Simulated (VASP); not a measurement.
# Ga (C2/c) in VASP: single point with PBE

Aim: the single point of Ga with PBE.

All numbers are computed with VASP 6.6.1; they aren't measurements. Logs are shortened: lines on timing, memory, paths and dates and some standing lists are left out, and cuts for length are marked.

## (1) The cell of the first run

It takes space group C2/c (No. 15, monoclinic). Conventional cell: a = 3.422 Å, b = 4.345 Å, c = 5.351 Å, α = 90.00°, β = 105.61°, γ = 90.00°. Ga (site symmetry 2) has 12 Ga at 2.77 to 3.69 Å within 3.7 Å.

## (2) Single point, PBE

The input, INCAR:

```
SYSTEM = Ga
  ALGO = Normal
  EDIFF = 1E-7
  ENCUT = 520
  GGA = PE
  ISIF = 2
  ISMEAR = 0
  LASPH = .TRUE.
  LCHARG = .TRUE.
  LELF = .TRUE.
  LREAL = .FALSE.
  LVHAR = .TRUE.
  LWAVE = .FALSE.
  NBANDS = 20
  NELM = 60
  PREC = Accurate
  SIGMA = 0.1
```

The input, KPOINTS:

```
k-points
0
G
  6 6 4
  0 0 0
```

The input, POSCAR:

```
Ga
1.0
    1.7111015063     -2.1726539822      0.0000000000
    1.7111015063      2.1726539822      0.0000000000
   -1.4396725562      0.0000000000      5.1536565889
Ga
2
Direct
    0.8678463003      0.1321536997      0.7500000000
    0.1321536997      0.8678463003      0.2500000000
```

Potentials or basis: VASP PAW PBE potentials, release 64 (Ga_d).

The run is started by

```
$ cat potpaw_PBE.64/Ga_d/POTCAR > POTCAR
$ mpirun -np 1 vasp_std > vasp.out
```

OUTCAR:

```text
SYSTEM = Ga
   EDIFF = 1E-7
   ENCUT = 520
   GGA = PE
   ISIF = 2
   ISMEAR = 0
   LASPH = .TRUE.
   LREAL = .FALSE.
   NELM = 60
   PREC = Accurate

 ion  position               nearest neighbor table
   1  0.868  0.132  0.750-   2 2.91   2 2.91
   2  0.132  0.868  0.250-   1 2.91   1 2.91

  LATTYP: Found a base centered monoclinic cell.
 ALAT       =     3.4222030126
 B/A-ratio  =     1.2697399740
 C/A-ratio  =     1.5636026333
 COS(beta)  =    -0.2690491123

  Lattice vectors:

 A1 = (   1.7111015063,  -2.1726539822,   0.0000000000)
 A2 = (   1.7111015063,   2.1726539822,   0.0000000000)
 A3 = (  -1.4396725562,   0.0000000000,   5.1536565889)

Analysis of symmetry for initial positions (statically):
=====================================================================
 Subroutine PRICEL returns:
 Original cell was already a primitive cell.

 Routine SETGRP: Setting up the symmetry group for a
 base centered monoclinic supercell.

 Subroutine GETGRP returns: Found  4 space group operations
 (whereof  2 operations were pure point group operations)
 out of a pool of  4 trial point group operations.

The static configuration has the point symmetry S_2 .
 The point group associated with its full space group is C_2h.

Analysis of symmetry for dynamics (positions and initial velocities):
=====================================================================
 Subroutine PRICEL returns:
 Original cell was already a primitive cell.

 Routine SETGRP: Setting up the symmetry group for a
 base centered monoclinic supercell.

 Subroutine GETGRP returns: Found  4 space group operations
 (whereof  2 operations were pure point group operations)
 out of a pool of  4 trial point group operations.

The dynamic configuration has the point symmetry S_2 .
 The point group associated with its full space group is C_2h.

 Subroutine INISYM returns: Found  4 space group operations
 (whereof  2 operations are pure point group operations),
 and found     1 'primitive' translations

----------------------------------------------------------------------------------------

                                     Primitive cell

  volume of cell :      38.3188

  direct lattice vectors                    reciprocal lattice vectors
     1.711101506 -2.172653982  0.000000000     0.292209432 -0.230133286  0.081628625
     1.711101506  2.172653982  0.000000000     0.292209432  0.230133286  0.081628625
    -1.439672556  0.000000000  5.153656589     0.000000000  0.000000000  0.194036988

  length of vectors
     2.765554861  2.765554861  5.350965642     0.380802986  0.380802986  0.194036988

  position of ions in fractional coordinates (direct lattice)
     0.867846300  0.132153700  0.750000000
     0.132153700  0.867846300  0.250000000

  ion indices of the primitive-cell ions
   primitive index   ion index
                 1           1
                 2           2

----------------------------------------------------------------------------------------

 KPOINTS: k-points

Automatic generation of k-mesh.
 Grid dimensions read from file:
 generate k-points for:    6    6    4

 Generating k-lattice:

  Cartesian coordinates                     Fractional coordinates (reciprocal lattice)
     0.048701572 -0.038355548  0.013604771     0.166666667  0.000000000  0.000000000
     0.048701572  0.038355548  0.013604771     0.000000000  0.166666667  0.000000000
     0.000000000  0.000000000  0.048509247     0.000000000  0.000000000  0.250000000

  Length of vectors
     0.063467164  0.063467164  0.048509247

  Shift w.r.t. Gamma in fractional coordinates (k-lattice)
     0.000000000  0.000000000  0.000000000

 Subroutine IBZKPT returns following result:
 ===========================================

 Found     47 irreducible k-points:

 Following reciprocal coordinates:
            Coordinates               Weight
  0.000000  0.000000  0.000000      1.000000
  0.166667  0.000000  0.000000      4.000000
  0.333333  0.000000  0.000000      4.000000
  0.500000  0.000000 -0.000000      2.000000
  0.166667  0.166667 -0.000000      2.000000
  0.333333  0.166667  0.000000      4.000000
[... 16 lines left out ...]
 -0.333333  0.166667  0.250000      4.000000
 -0.166667  0.166667  0.250000      4.000000
 [... further k-points ...]
   k-points           NKPTS =     47   k-points in BZ     NKDIM =     47   number of bands    NBANDS=     20
   number of dos      NEDOS =    301   number of ions     NIONS =      2
   total plane-waves  NPLWV =  23040
   dimension x,y,z NGX =    24 NGY =   24 NGZ =   40
   dimension x,y,z NGXF=    48 NGYF=   48 NGZF=   80
   ions per type =               2
   NGX,Y,Z   is equivalent  to a cutoff of  14.43, 14.43, 12.43 a.u.
   NGXF,Y,Z  is equivalent  to a cutoff of  28.85, 28.85, 24.85 a.u.
 SYSTEM =  Ga
   PREC   = accura    normal or accurate (medium, high low for compatibility)
   ISTART =      0    job   : 0-new  1-cont  2-samecut
   ICHARG =      2    charge: 1-file 2-atom 10-const
   ISPIN  =      1    spin polarized calculation?
   LNONCOLLINEAR =      F non collinear calculations
   LSORBIT =      F    spin-orbit coupling
   LASPH  =      T    aspherical Exc in radial PAW
   ENCUT  =  520.0 eV  38.22 Ry    6.18 a.u.   5.14  5.14  9.95*2*pi/ulx,y,z
   NELM   =     60;   NELMIN=  2; NELMDL= -5     # of ELM steps
   EDIFF  = 0.1E-06   stopping-criterion for ELM
   LREAL  =      F    real-space projection
   EDIFFG = 0.1E-05   stopping-criterion for IOM
   NSW    =      0    number of steps for IOM
   IBRION =     -1    ionic relax: 0-MD 1-quasi-New 2-CG
   NFREE  =      0    steps in history (QN), initial steepest desc. (CG)
   ISIF   =      2    stress and relaxation
   ISYM   =      2    0-nonsym 1-usesym 2-fastsym
   POTIM  = 0.5000    time-step for ionic-motion
   TEBEG  =    0.0;   TEEND  =   0.0 temperature during run
   PSTRESS=    0.0 pullay stress
   NELECT =      26.0000    total number of electrons
   NUPDOWN=      -1.0000    fix difference up-down
   EMIN   =  10.00;   EMAX   =-10.00  energy-range for DOS
   EFERMI =   0.00;   METHOD = LEGACY
   ISMEAR =     0;   SIGMA  =   0.10  broadening in eV -4-tet -1-fermi 0-gaus
   EFERMI_NEDOS =   21; number of points for ismear=-14 and -15
   IALGO  =     38    algorithm
   IMIX   =      4    mixing-type and parameters
     AMIX     =   0.40;   BMIX     =  1.00
     AMIX_MAG =   1.60;   BMIX_MAG =  1.00
  volume/ion in A,a.u.               =      19.16       129.29
  Fermi-wavevector in a.u.,A,eV,Ry     =   1.438562  2.718489 28.156733  2.069462
  Thomas-Fermi vector in A             =   2.557515
   LORBIT       =      0    0 simple, 1 ext, 2 COOP (PROOUT), +10 PAW based schemes
   GGA     = PE    functional components
   LHFCALC =     F    Hartree Fock is set to
   AEXX    =    0.0000 exact exchange contribution
   IVDW    =     0    specifies the selected vdW correction
   LEPSILON=     F    determine dielectric tensor
   LRPA    =     F    only Hartree local field effects (RPA)
 non-spin polarized calculation
 Gauss-broadening in eV      SIGMA  =   0.10
  energy-cutoff  :      520.00
  volume of cell :       38.32
 maximum number of plane-waves:      1048
 NGX is ok and might be reduce to    24
   NGX = 11   NGY = 11   NGZ = 19

 number of electron      26.0000008 magnetization

 Free energy of the ion-electron system (eV)
  ---------------------------------------------------
  ext. energy  EPLUGINS =         0.00000000
  ---------------------------------------------------
  free energy    TOTEN  =        -5.77294098 eV

  energy without entropy =       -5.76953271  energy(sigma->0) =       -5.77123684

 E-fermi :   5.1434     XC(G=0): -10.9071

 val. band max:        5.1231770061   @ k =  -0.1667  -0.3333   0.2500
 cond. band min:       5.1510207812   @ k =  -0.3333  -0.3333   0.2500
 fundamental gap:      0.0278437751
 Fermi energy:         5.1434384892

 k-point     1 :       0.0000    0.0000    0.0000
  band No.  band energies     occupation
      1      -9.7536      2.00000
      2      -9.7525      2.00000
      3      -9.6800      2.00000
      4      -9.6550      2.00000
      5      -9.4595      2.00000
      6      -9.4367      2.00000
[... 12 lines left out ...]
     19      18.5240      0.00000
     20      18.6053      0.00000

 k-point     2 :       0.1667    0.0000    0.0000
  band No.  band energies     occupation
      1      -9.7319      2.00000
      2      -9.7113      2.00000
      3      -9.6433      2.00000
      4      -9.5939      2.00000
      5      -9.4928      2.00000
      6      -9.4627      2.00000
[... 12 lines left out ...]
     19      19.8619      0.00000
     20      19.9938      0.00000

 k-point     3 :       0.3333    0.0000    0.0000
  band No.  band energies     occupation
      1      -9.7362      2.00000
      2      -9.6845      2.00000
      3      -9.6221      2.00000
      4      -9.5884      2.00000
      5      -9.4770      2.00000
      6      -9.4644      2.00000
[... 12 lines left out ...]
     19      17.1175      0.00000
     20      19.7156      0.00000

 k-point     4 :       0.5000    0.0000   -0.0000
  band No.  band energies     occupation
      1      -9.7489      2.00000
      2      -9.6849      2.00000
      3      -9.6684      2.00000
      4      -9.5998      2.00000
      5      -9.4789      2.00000
      6      -9.4603      2.00000
[... 12 lines left out ...]
     19      17.3967      0.00000
     20      19.1222      0.00000

 k-point     5 :       0.1667    0.1667   -0.0000
  band No.  band energies     occupation
      1      -9.6788      2.00000
      2      -9.6675      2.00000
      3      -9.5996      2.00000
      4      -9.5897      2.00000
      5      -9.5162      2.00000
      6      -9.5018      2.00000
[... 12 lines left out ...]
     19      18.5587      0.00000
     20      18.8712      0.00000
[... 353 lines left out ...]
      6      -9.4810      2.00000
[... 12 lines left out ...]
     19      13.5737      0.00000
     20      16.6533      0.00000

 k-point    22 :       0.5000    0.1667    0.2500
  band No.  band energies     occupation
      1      -9.6878      2.00000
      2      -9.6515      2.00000
      3      -9.5978      2.00000
      4      -9.5878      2.00000
      5      -9.5222      2.00000
      6      -9.4852      2.00000
[... 12 lines left out ...]
     19      15.1726      0.00000
     20      18.4315      0.00000

 k-point    23 :      -0.3333    0.1667    0.2500
  band No.  band energies     occupation
      1      -9.6542      2.00000
      2      -9.6204      2.00000
      3      -9.5824      2.00000
      4      -9.5751      2.00000
      5      -9.5194      2.00000
      6      -9.4879      2.00000
[... 12 lines left out ...]
     19      16.8764      0.00000
     20      18.1113      0.00000

 k-point    24 :      -0.1667    0.1667    0.2500
  band No.  band energies     occupation
      1      -9.6666      2.00000
      2      -9.6566      2.00000
      3      -9.5965      2.00000
      4      -9.5841      2.00000
      5      -9.5151      2.00000
      6      -9.4819      2.00000
[... 12 lines left out ...]
     19      18.4053      0.00000
     20      19.2169      0.00000

 [... further k-points ...]

------------------------ aborting loop because EDIFF is reached ----------------------------------------

  FORCE on cell =-STRESS in cart. coord.  units (eV):
  Direction    XX          YY          ZZ          XY          YZ          ZX
  --------------------------------------------------------------------------------------
  -------------------------------------------------------------------------------------
  Total       -0.4687267      0.6581833     -0.4443442      0.0000000      0.0000000      0.0291316
  in kB      -19.5983017     27.5198229    -18.5788287      0.0000000      0.0000000      1.2180425
  external PRESSURE =      -3.5524358 kB  Pullay stress =       0.0000000 kB

 VOLUME and BASIS-vectors are now :
 -----------------------------------------------------------------------------
  energy-cutoff  :      520.00
  volume of cell :       38.32
      direct lattice vectors                 reciprocal lattice vectors
     1.711101506 -2.172653982  0.000000000     0.292209432 -0.230133286  0.081628625
     1.711101506  2.172653982  0.000000000     0.292209432  0.230133286  0.081628625
    -1.439672556  0.000000000  5.153656589     0.000000000  0.000000000  0.194036988

 POSITION                                       TOTAL-FORCE (eV/Angst)
 -----------------------------------------------------------------------------------
      0.63135     -1.59841      3.86524         0.000000     -0.012640      0.000000
      1.35118      1.59841      1.28841        -0.000000      0.012640     -0.000000
 -----------------------------------------------------------------------------------
    total drift:                                0.000000      0.000000     -0.000000

  FREE ENERGIE OF THE ION-ELECTRON SYSTEM (eV)
  ---------------------------------------------------
  free  energy   TOTEN  =        -5.7729409759 eV

  energy  without entropy=       -5.7695327103  energy(sigma->0) =       -5.77123684
```

Wall time 20 s (1 thread of Intel Xeon Platinum 8259CL at 2.50GHz (Skylake/Cascade Lake), shared host); peak memory 0.17 GiB.

Results:

| Property | Result |
| --- | --- |
| Free energy | -5.7729 eV |
| Pressure | -0.4 GPa |
| Largest force | 0.013 eV/Å |
| Band gap on the k mesh | zero (bands 13 and 14 overlap by 5.62 eV) |

Forces on the atoms (eV/Å):
```
Ga   0.000 -0.013  0.000
Ga   0.000  0.013  0.000
```

Stress tensor (GPa, compression positive):
```
-1.96  0.00  0.12
 0.00  2.75  0.00
 0.12  0.00 -1.86
```

Caveat: the k points lie up to 0.40 Å⁻¹ apart, too coarse for converged energies and pressures of a metal.

The gap in the log of VASP goes by the Fermi energy; the results here count the filled bands.